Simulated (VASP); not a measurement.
Input of a VASP 6.6.1 run:

Contents of INCAR:

```
PREC = Accurate ; ENCUT = 520
EDIFF = 1E-7 ; ISMEAR = 0
SIGMA = 0.02 ; LREAL = F
LASPH = T ; NELM = 100
ALGO = Normal ; ISIF = 2
LWAVE = F ; LCHARG = F
GGA = CA ; NBANDS = 46
```

Contents of KPOINTS:

```
regular mesh
0
Gamma
  6 6 6
```

File POSCAR:

```
K2TiF6
1.0
    5.5424586444      0.0000000000      0.0000000000
   -2.7712293222      4.7999099855      0.0000000000
    0.0000000000      0.0000000000      4.4450773941
K Ti F
2 1 6
Direct
    0.3333333333      0.6666666667      0.7043668649
    0.6666666667      0.3333333333      0.2956331351
    0.0000000000      0.0000000000      0.0000000000
    0.1606983474      0.8393016526      0.2317078623
    0.1606983474      0.3213966948      0.2317078623
    0.6786033052      0.8393016526      0.2317078623
    0.8393016526      0.1606983474      0.7682921377
    0.3213966948      0.1606983474      0.7682921377
    0.8393016526      0.6786033052      0.7682921377
```

Potentials or basis: VASP PAW LDA potentials, release 64 (K_sv, Ti_sv, F).

Launch:

```sh
$ cat potpaw_LDA.64/K_sv/POTCAR potpaw_LDA.64/Ti_sv/POTCAR potpaw_LDA.64/F/POTCAR > POTCAR
$ mpirun -np 1 vasp_std > vasp.out
```

Question: Estimate the largest force.

Answer: 0.144 eV/Å.

Question: Estimate the pressure.

Answer: 0.7 GPa.

Stress tensor (GPa, compression positive):
```
0.72 0.00 0.00
0.00 0.72 0.00
0.00 0.00 0.58
```
